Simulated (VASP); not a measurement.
# Ge (Cmmm) in VASP: notebook

Ge is run at these levels: PBEsol; tasks: single point.

Program: VASP 6.6.1. These are calculated values, not measurements. Logs are shortened: lines on timing, memory, paths and dates and some standing lists are left out, and cuts for length are marked.

## Step 1: The cell of the first run

The structure is orthorhombic, space group Cmmm (No. 65). The conventional cell has a = 2.794 Å, b = 5.201 Å, c = 2.563 Å, α = 90.00°, β = 90.00°, γ = 90.00°. Within 3.4 Å of Ge (site symmetry mmm) lie 8 Ge at 2.56 to 2.95 Å.

## Step 2: Single point, PBEsol (strain +0.000 along x and y, -0.050 along z)

The input, INCAR:

```
PREC = Accurate
ENCUT = 520
EDIFF = 1E-6
ISMEAR = 0
SIGMA = 0.15
LREAL = F
LASPH = T
NELM = 80
ALGO = Normal
ISIF = 2
LWAVE = F
LCHARG = T
GGA = PS
LELF = T
LVHAR = T
NBANDS = 13
```

The input, KPOINTS:

```
regular mesh
0
Gamma
  20 20 18
```

The input, POSCAR:

```
Ge
1.0
    1.3971490000     -2.6005160000      0.0000000000
    1.3971490000      2.6005160000      0.0000000000
    0.0000000000      0.0000000000      2.5633194500
Ge
1
Direct
    0.5000000000      0.5000000000      0.0000000000
```

Potentials or basis: VASP PAW PBE potentials, release 64 (Ge_d).

On the command line:

```bash
cat potpaw_PBE.64/Ge_d/POTCAR > POTCAR
mpirun -np 1 vasp_std > vasp.out
```

OUTCAR:

```text
PREC = Accurate
   ENCUT = 520
   EDIFF = 1E-6
   ISMEAR = 0
   LREAL = F
   LASPH = T
   NELM = 80
   ISIF = 2
   GGA = PS

 ion  position               nearest neighbor table
   1  0.500  0.500  0.000-

  LATTYP: Found a base centered orthorhombic cell.
 ALAT       =     2.7942980000
 B/A-ratio  =     1.8613018368
 C/A-ratio  =     0.9173393282

  Lattice vectors:

 A1 = (   1.3971490000,  -2.6005160000,   0.0000000000)
 A2 = (   1.3971490000,   2.6005160000,   0.0000000000)
 A3 = (   0.0000000000,   0.0000000000,   2.5633194500)

Analysis of symmetry for initial positions (statically):
=====================================================================
 Subroutine PRICEL returns:
 Original cell was already a primitive cell.

 Routine SETGRP: Setting up the symmetry group for a
 base centered orthorhombic supercell.

 Subroutine GETGRP returns: Found  8 space group operations
 (whereof  8 operations were pure point group operations)
 out of a pool of  8 trial point group operations.

The static configuration has the point symmetry D_2h.

Analysis of symmetry for dynamics (positions and initial velocities):
=====================================================================
 Subroutine PRICEL returns:
 Original cell was already a primitive cell.

 Routine SETGRP: Setting up the symmetry group for a
 base centered orthorhombic supercell.

 Subroutine GETGRP returns: Found  8 space group operations
 (whereof  8 operations were pure point group operations)
 out of a pool of  8 trial point group operations.

The dynamic configuration has the point symmetry D_2h.

 Subroutine INISYM returns: Found  8 space group operations
 (whereof  8 operations are pure point group operations),
 and found     1 'primitive' translations

----------------------------------------------------------------------------------------

                                     Primitive cell

  volume of cell :      18.6267

  direct lattice vectors                    reciprocal lattice vectors
     1.397149000 -2.600516000  0.000000000     0.357871637 -0.192269534  0.000000000
     1.397149000  2.600516000  0.000000000     0.357871637  0.192269534  0.000000000
     0.000000000  0.000000000  2.563319450     0.000000000  0.000000000  0.390119148

  length of vectors
     2.952068562  2.952068562  2.563319450     0.406250763  0.406250763  0.390119148

  position of ions in fractional coordinates (direct lattice)
     0.500000000  0.500000000  0.000000000

  ion indices of the primitive-cell ions
   primitive index   ion index
                 1           1

----------------------------------------------------------------------------------------

 KPOINTS: regular mesh

Automatic generation of k-mesh.
 Grid dimensions read from file:
 generate k-points for:   20   20   18

 Generating k-lattice:

  Cartesian coordinates                     Fractional coordinates (reciprocal lattice)
     0.017893582 -0.009613477  0.000000000     0.050000000  0.000000000  0.000000000
     0.017893582  0.009613477  0.000000000     0.000000000  0.050000000  0.000000000
     0.000000000  0.000000000  0.021673286     0.000000000  0.000000000  0.055555556

  Length of vectors
     0.020312538  0.020312538  0.021673286

  Shift w.r.t. Gamma in fractional coordinates (k-lattice)
     0.000000000  0.000000000  0.000000000

 Subroutine IBZKPT returns following result:
 ===========================================

 Found   1110 irreducible k-points:

 Following reciprocal coordinates:
            Coordinates               Weight
  0.000000  0.000000  0.000000      1.000000
  0.050000  0.000000  0.000000      4.000000
  0.100000 -0.000000  0.000000      4.000000
  0.150000  0.000000  0.000000      4.000000
  0.200000 -0.000000  0.000000      4.000000
  0.250000 -0.000000  0.000000      4.000000
[... 16 lines left out ...]
 -0.400000  0.050000  0.000000      4.000000
 -0.350000  0.050000  0.000000      4.000000
 [... further k-points ...]
   k-points           NKPTS =   1110   k-points in BZ     NKDIM =   1110   number of bands    NBANDS=     13
   number of dos      NEDOS =    301   number of ions     NIONS =      1
   total plane-waves  NPLWV =  11520
   dimension x,y,z NGX =    24 NGY =   24 NGZ =   20
   dimension x,y,z NGXF=    48 NGYF=   48 NGZF=   40
   ions per type =               1
   NGX,Y,Z   is equivalent  to a cutoff of  13.52, 13.52, 12.97 a.u.
   NGXF,Y,Z  is equivalent  to a cutoff of  27.03, 27.03, 25.94 a.u.
 SYSTEM =  unknown system
   PREC   = accura    normal or accurate (medium, high low for compatibility)
   ISTART =      0    job   : 0-new  1-cont  2-samecut
   ICHARG =      2    charge: 1-file 2-atom 10-const
   ISPIN  =      1    spin polarized calculation?
   LNONCOLLINEAR =      F non collinear calculations
   LSORBIT =      F    spin-orbit coupling
   LASPH  =      T    aspherical Exc in radial PAW
   ENCUT  =  520.0 eV  38.22 Ry    6.18 a.u.   5.49  5.49  4.77*2*pi/ulx,y,z
   NELM   =     80;   NELMIN=  2; NELMDL= -5     # of ELM steps
   EDIFF  = 0.1E-05   stopping-criterion for ELM
   LREAL  =      F    real-space projection
   EDIFFG = 0.1E-04   stopping-criterion for IOM
   NSW    =      0    number of steps for IOM
   IBRION =     -1    ionic relax: 0-MD 1-quasi-New 2-CG
   NFREE  =      0    steps in history (QN), initial steepest desc. (CG)
   ISIF   =      2    stress and relaxation
   ISYM   =      2    0-nonsym 1-usesym 2-fastsym
   POTIM  = 0.5000    time-step for ionic-motion
   TEBEG  =    0.0;   TEEND  =   0.0 temperature during run
   PSTRESS=    0.0 pullay stress
   NELECT =      14.0000    total number of electrons
   NUPDOWN=      -1.0000    fix difference up-down
   EMIN   =  10.00;   EMAX   =-10.00  energy-range for DOS
   EFERMI =   0.00;   METHOD = LEGACY
   ISMEAR =     0;   SIGMA  =   0.15  broadening in eV -4-tet -1-fermi 0-gaus
   EFERMI_NEDOS =   21; number of points for ismear=-14 and -15
   IALGO  =     38    algorithm
   IMIX   =      4    mixing-type and parameters
     AMIX     =   0.40;   BMIX     =  1.00
     AMIX_MAG =   1.60;   BMIX_MAG =  1.00
  volume/ion in A,a.u.               =      18.63       125.70
  Fermi-wavevector in a.u.,A,eV,Ry     =   1.488467  2.812795 30.144166  2.215534
  Thomas-Fermi vector in A             =   2.601498
[... 44 lines left out ...]
     11      19.1472      0.00000
     12      21.3036      0.00000
     13      21.7195      0.00000

 k-point     2 :       0.0500    0.0000    0.0000
  band No.  band energies     occupation
      1     -18.1287      2.00000
      2     -18.0050      2.00000
      3     -17.9564      2.00000
      4     -17.8325      2.00000
      5     -17.8151      2.00000
      6      -6.6181      2.00000
      7      13.0885      0.00000
      8      14.2213      0.00000
      9      15.0349      0.00000
     10      17.7603      0.00000
     11      19.2842      0.00000
     12      20.1823      0.00000
     13      22.0289      0.00000

 k-point     3 :       0.1000   -0.0000    0.0000
  band No.  band energies     occupation
      1     -18.1241      2.00000
      2     -17.9972      2.00000
      3     -17.9571      2.00000
      4     -17.8336      2.00000
      5     -17.8184      2.00000
      6      -6.4361      2.00000
      7      12.2604      0.00000
      8      13.1199      0.00000
      9      15.2118      0.00000
     10      17.7632      0.00000
     11      19.0530      0.00000
     12      20.4076      0.00000
     13      22.9361      0.00000

 k-point     4 :       0.1500    0.0000    0.0000
  band No.  band energies     occupation
      1     -18.1174      2.00000
      2     -17.9874      2.00000
      3     -17.9554      2.00000
      4     -17.8356      2.00000
      5     -17.8233      2.00000
      6      -6.1331      2.00000
      7      10.7609      0.00000
      8      12.3134      0.00000
      9      15.5029      0.00000
     10      16.9564      0.00000
     11      19.4041      0.00000
     12      21.3638      0.00000
     13      24.2485      0.00000

 k-point     5 :       0.2000   -0.0000    0.0000
  band No.  band energies     occupation
      1     -18.1098      2.00000
      2     -17.9820      2.00000
      3     -17.9455      2.00000
      4     -17.8389      2.00000
      5     -17.8286      2.00000
      6      -5.7097      2.00000
      7       9.0460      0.00000
      8      11.6542      0.00000
      9      15.9018      0.00000
     10      16.1009      0.00000
     11      19.9268      0.00000
     12      22.6082      0.00000
     13      25.7843      0.00000

 k-point     6 :       0.2500   -0.0000    0.0000
  band No.  band energies     occupation
      1     -18.1024      2.00000
      2     -17.9822      2.00000
      3     -17.9275      2.00000
      4     -17.8443      2.00000
      5     -17.8327      2.00000
      6      -5.1679      2.00000
      7       7.3252      0.00000
      8      11.0755      0.00000
      9      15.3692      0.00000
     10      16.3974      0.00000
     11      20.5052      0.00000
     12      24.0493      0.00000
     13      27.3987      0.00000

 k-point     7 :       0.3000    0.0000    0.0000
  band No.  band energies     occupation
      1     -18.0963      2.00000
      2     -17.9838      2.00000
      3     -17.9069      2.00000
      4     -17.8510      2.00000
      5     -17.8356      2.00000
      6      -4.5122      2.00000
      7       5.6665      2.00000
      8      10.5847      0.00000
      9      14.7759      0.00000
     10      16.9711      0.00000
     11      21.1567      0.00000
     12      25.5992      0.00000
     13      28.7357      0.00000
[... 193 lines left out ...]
 k-point    20 :       0.4500    0.0500    0.0000
  band No.  band energies     occupation
      1     -18.0871      2.00000
      2     -17.9847      2.00000
      3     -17.8671      2.00000
      4     -17.8598      2.00000
      5     -17.8408      2.00000
      6      -1.7305      2.00000
      7       1.1391      2.00000
      8       9.1623      0.00000
      9      14.3631      0.00000
     10      18.8372      0.00000
     11      24.2597      0.00000
     12      25.1801      0.00000
     13      25.3041      0.00000

 k-point    21 :       0.5000    0.0500    0.0000
  band No.  band energies     occupation
      1     -18.0871      2.00000
      2     -17.9841      2.00000
      3     -17.8667      2.00000
      4     -17.8613      2.00000
      5     -17.8407      2.00000
      6      -1.7896      2.00000
      7       1.2163      2.00000
      8       9.0793      0.00000
      9      14.4546      0.00000
     10      18.8119      0.00000
     11      24.1374      0.00000
     12      25.3437      0.00000
     13      25.3486      0.00000

 k-point    22 :      -0.4500    0.0500    0.0000
  band No.  band energies     occupation
      1     -18.0878      2.00000
      2     -17.9838      2.00000
      3     -17.8694      2.00000
      4     -17.8641      2.00000
      5     -17.8400      2.00000
      6      -2.5097      2.00000
      7       2.1859      2.00000
      8       9.1213      0.00000
      9      14.6666      0.00000
     10      18.4470      0.00000
     11      23.1747      0.00000
     12      25.9424      0.00000
     13      26.4709      0.00000

 k-point    23 :      -0.4000    0.0500    0.0000
  band No.  band energies     occupation
      1     -18.0897      2.00000
      2     -17.9838      2.00000
      3     -17.8829      2.00000
      4     -17.8596      2.00000
      5     -17.8386      2.00000
      6      -3.3545      2.00000
      7       3.5077      2.00000
      8       9.2892      0.00000
      9      14.9984      0.00000
     10      17.8877      0.00000
     11      22.3015      0.00000
     12      26.9524      0.00000
     13      27.4898      0.00000

 k-point    24 :      -0.3500    0.0500    0.0000
  band No.  band energies     occupation
      1     -18.0932      2.00000
      2     -17.9839      2.00000
      3     -17.9000      2.00000
      4     -17.8539      2.00000
      5     -17.8363      2.00000
      6      -4.1507      2.00000
      7       4.9990      2.00000
      8       9.5844      0.00000
      9      15.4486      0.00000
     10      17.2695      0.00000
     11      21.5250      0.00000
     12      27.6625      0.00000
     13      28.1742      0.00000

 [... further k-points ...]
[... 5 lines left out ...]
  --------------------------------------------------------------------------------------
  -------------------------------------------------------------------------------------
  Total       -0.3139518     -0.5632712      0.6891848      0.0000000      0.0000000      0.0000000
  in kB      -27.0046540    -48.4499254     59.2804232      0.0000000      0.0000000      0.0000000
  external PRESSURE =      -5.3913854 kB  Pullay stress =       0.0000000 kB

 VOLUME and BASIS-vectors are now :
 -----------------------------------------------------------------------------
  energy-cutoff  :      520.00
  volume of cell :       18.63
      direct lattice vectors                 reciprocal lattice vectors
     1.397149000 -2.600516000  0.000000000     0.357871637 -0.192269534  0.000000000
     1.397149000  2.600516000  0.000000000     0.357871637  0.192269534  0.000000000
     0.000000000  0.000000000  2.563319450     0.000000000  0.000000000  0.390119148

 POSITION                                       TOTAL-FORCE (eV/Angst)
 -----------------------------------------------------------------------------------
      1.39715      0.00000      0.00000        -0.000000      0.000000      0.000000
 -----------------------------------------------------------------------------------
    total drift:                               -0.000000     -0.000000     -0.000000

  FREE ENERGIE OF THE ION-ELECTRON SYSTEM (eV)
  ---------------------------------------------------
  free  energy   TOTEN  =        -4.7297742899 eV

  energy  without entropy=       -4.7246704913  energy(sigma->0) =       -4.72722239
```

It took 2.6 min on 1 thread of AMD EPYC 7R43 (Zen 3), shared host; peak memory 0.31 GiB.

What came out:

* Free energy: -4.7298 eV
* Pressure: -0.5 GPa
* Band gap on the k mesh: zero (band 7 reaches 13.41 eV, above the bottom of band 8 at 3.41 eV)

Stress tensor (GPa, compression positive):
```
-2.70  0.00  0.00
 0.00 -4.84  0.00
 0.00  0.00  5.93
```

Levels at points of the mesh, in eV from the Fermi level:
| k point | band 5 | band 6 | band 7 | band 8 | band 9 | band 10 |
| --- | --- | --- | --- | --- | --- | --- |
| (0.00, 0.00, 0.00) | -24.47 | -13.34 | 6.68 | 8.18 | 8.32 | 10.86 |
| (0.50, 0.00, 0.00) | -24.50 | -8.32 | -5.68 | 3.02 | 7.08 | 12.19 |
| (0.50, 0.50, 0.00) | -24.48 | -9.18 | -5.89 | 4.79 | 8.76 | 11.52 |
| (0.00, 0.00, 0.50) | -24.48 | -8.69 | -6.05 | 10.24 | 11.74 | 15.73 |
| (0.50, 0.00, 0.50) | -24.38 | -3.20 | -2.10 | -1.94 | 3.54 | 6.59 |
| (0.50, 0.50, 0.50) | -24.40 | -4.18 | -2.73 | -2.09 | 3.17 | 8.37 |

Caveat: the cell differs from its parent crystal (strain +0.000 along x and y, -0.050 along z); the PAW data sets were made with another functional, which shifts forces and pressure a little.

## Step 3: Single point, PBEsol (strain -0.025 along x and y, +0.000 along z)

The input, INCAR:

```
SYSTEM = Ge
PREC = Accurate
ENCUT = 520
EDIFF = 1E-6
ISMEAR = 0
SIGMA = 0.15
LREAL = .False.
LASPH = .True.
NELM = 100
ALGO = Normal
ISIF = 2
LWAVE = .False.
LCHARG = .False.
GGA = PS
NBANDS = 13
```

The input, KPOINTS:

```
regular mesh
0
Gamma
  20 20 18
  0 0 0
```

The input, POSCAR:

```
Ge
1.0
    1.3622202750     -2.5355031000      0.0000000000
    1.3622202750      2.5355031000      0.0000000000
    0.0000000000      0.0000000000      2.6982310000
Ge
1
Direct
    0.5000000000      0.5000000000      0.0000000000
```

Potentials or basis: VASP PAW PBE potentials, release 64 (Ge_d).

On the command line:

```bash
cat potpaw_PBE.64/Ge_d/POTCAR > POTCAR
mpirun -np 1 vasp_std > vasp.out
```

Wall time 2.5 min (1 thread of AMD EPYC 7R43 (Zen 3), shared host); peak memory 0.3 GiB.

It converged, with:

```yaml
Free_energy: -4.7445 eV
Pressure: -0.8 GPa
Band_gap_on_the_k_mesh: zero (band 7 reaches 13.14 eV, above the bottom of band 8 at 3.61 eV)
```

Stress tensor (GPa, compression positive):
```
 2.11  0.00  0.00
 0.00 -0.38  0.00
 0.00  0.00 -4.01
```

Levels at points of the mesh, in eV from the Fermi level:
```tsv
k point	band 5	band 6	band 7	band 8	band 9	band 10
(0.00, 0.00, 0.00)	-24.45	-13.32	6.25	7.86	9.50	9.93
(0.50, 0.00, 0.00)	-24.46	-7.73	-5.61	3.80	7.83	10.56
(0.50, 0.50, 0.00)	-24.46	-8.66	-5.85	5.71	9.61	9.83
(0.00, 0.00, 0.50)	-24.51	-9.58	-6.05	10.68	12.33	16.56
(0.50, 0.00, 0.50)	-24.38	-3.57	-2.61	-1.55	3.49	6.64
(0.50, 0.50, 0.50)	-24.40	-4.62	-2.79	-2.25	3.08	8.56
```

Caveat: the cell differs from its parent crystal (strain -0.025 along x and y, +0.000 along z); the PAW data sets were made with another functional, which shifts forces and pressure a little.

## Step 4: Single point, PBEsol (strain +0.000 along x and y, -0.025 along z)

The input, INCAR:

```
SYSTEM = Ge
ALGO = Normal ; EDIFF = 1E-6
ENCUT = 520 ; GGA = PS
ISIF = 2 ; ISMEAR = 0
LASPH = .TRUE. ; LCHARG = .FALSE.
LREAL = .FALSE. ; LWAVE = .FALSE.
NBANDS = 13 ; NELM = 100
PREC = Accurate ; SIGMA = 0.15
```

The input, KPOINTS:

```
k-points
0
G
  20 20 18
  0 0 0
```

The input, POSCAR:

```
Ge
1.0
    1.3971490000     -2.6005160000      0.0000000000
    1.3971490000      2.6005160000      0.0000000000
    0.0000000000      0.0000000000      2.6307752250
Ge
1
Direct
    0.5000000000      0.5000000000      0.0000000000
```

On the command line:

```bash
cat potpaw_PBE.64/Ge_d/POTCAR > POTCAR
mpirun -np 1 vasp_std > vasp.out
```

Wall time 2.4 min (1 thread of AMD EPYC 7R43 (Zen 3), shared host); peak memory 0.31 GiB.

It converged, with:

| Property | Result |
| --- | --- |
| Free energy | -4.7402 eV |
| Pressure | -2.6 GPa |
| Band gap on the k mesh | zero (band 7 reaches 13.28 eV, above the bottom of band 8 at 3.31 eV) |

Stress tensor (GPa, compression positive):
```
-3.27  0.00  0.00
 0.00 -4.98  0.00
 0.00  0.00  0.51
```

Levels at points of the mesh, in eV from the Fermi level:
| k point | band 3 | band 4 | band 5 | band 6 | band 7 | band 8 | band 9 | band 10 | band 11 | band 12 |
| --- | --- | --- | --- | --- | --- | --- | --- | --- | --- | --- |
| (0.00, 0.00, 0.00) | -24.58 | -24.47 | -24.46 | -13.10 | 6.91 | 7.44 | 8.41 | 10.59 | 12.44 | 14.82 |
| (0.50, 0.00, 0.00) | -24.51 | -24.49 | -24.48 | -8.06 | -5.49 | 3.23 | 7.27 | 11.30 | 17.14 | 17.29 |
| (0.50, 0.50, 0.00) | -24.51 | -24.50 | -24.46 | -8.92 | -5.70 | 5.00 | 8.95 | 10.64 | 16.50 | 16.86 |
| (0.00, 0.00, 0.50) | -24.56 | -24.54 | -24.48 | -8.91 | -5.88 | 10.08 | 11.58 | 15.89 | 16.19 | 17.13 |
| (0.50, 0.00, 0.50) | -24.57 | -24.48 | -24.37 | -3.44 | -2.10 | -1.86 | 3.56 | 6.44 | 11.81 | 13.04 |
| (0.50, 0.50, 0.50) | -24.55 | -24.49 | -24.39 | -4.42 | -2.50 | -2.25 | 3.19 | 8.22 | 13.63 | 14.69 |

Caveat: the cell differs from its parent crystal (strain +0.000 along x and y, -0.025 along z); the PAW data sets were made with another functional, which shifts forces and pressure a little.

## Step 5: The runs side by side

```tsv
cell	gap on the mesh (eV)	pressure (GPa)
a = 2.952, b = 2.952, c = 2.563 Å, angles 90.0, 90.0, 123.5°, 1 atom	none	-0.5
a = 2.878, b = 2.878, c = 2.698 Å, angles 90.0, 90.0, 123.5°, 1 atom	none	-0.8
a = 2.952, b = 2.952, c = 2.631 Å, angles 90.0, 90.0, 123.5°, 1 atom	none	-2.6
```

Alike in all rows: task single point; level PBEsol; potentials or basis VASP PAW PBE potentials, release 64 (Ge_d); no spin polarisation; k mesh 20 × 20 × 18; cutoff (eV) 520; smearing gaussian 0.15 eV.

Caveats: the PAW data sets were made with another functional, which shifts forces and pressure a little.

Total energies depend on the potentials used, so only differences within one code and one set of settings carry meaning.
